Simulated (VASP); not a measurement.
The system is ZrS.

```
CELL_PARAMETERS angstrom
0.00000 2.62500 2.62500
2.62500 0.00000 2.62500
2.62500 2.62500 0.00000
ATOMIC_POSITIONS crystal
Zr 0.00000 0.00000 0.00000
S 0.50000 0.50000 0.50000
```

Base run:

```yaml
Program: VASP 6.6.1
Functional: r2SCAN
Potentials_or_basis: VASP PAW PBE potentials, release 64 (Zr_sv, S)
Cutoff: 520 eV
k_mesh: 14 × 14 × 14
Occupations: gaussian, width 0.1 eV
Spin: no spin polarisation
```

Its results: band gap on the k mesh zero (band 9 reaches 12.43 eV, above the bottom of band 10 at 9.52 eV); pressure -2.0 GPa.

**Question.** After a change of settings the same cell gave: band gap on the k mesh zero (filled and empty bands touch); pressure 62.5 GPa. Which change was it?
A. k mesh from 14 × 14 × 14 to 1 × 1 × 1
B. k mesh from 14 × 14 × 14 to 12 × 12 × 12; further incar settings from ALGO = Normal; EDIFF = 1e-06; NBANDS = 16 to ALGO = Normal; EDIFF = 1e-07; NBANDS = 16
C. k mesh from 14 × 14 × 14 to 4 × 4 × 4; further incar settings from ALGO = Normal; EDIFF = 1e-06; NBANDS = 16 to ALGO = Normal; EDIFF = 1e-07; NBANDS = 16
D. occupations from gaussian, width 0.1 eV to methfessel-paxton, width 0.1 eV; further incar settings from ALGO = Normal; EDIFF = 1e-06; NBANDS = 16 to ALGO = Normal; EDIFF = 1e-07; NBANDS = 16

**Answer.** A.

Caveats: some runs use coarse meshes; the PAW data sets were made with another functional, which shifts forces and pressure a little.
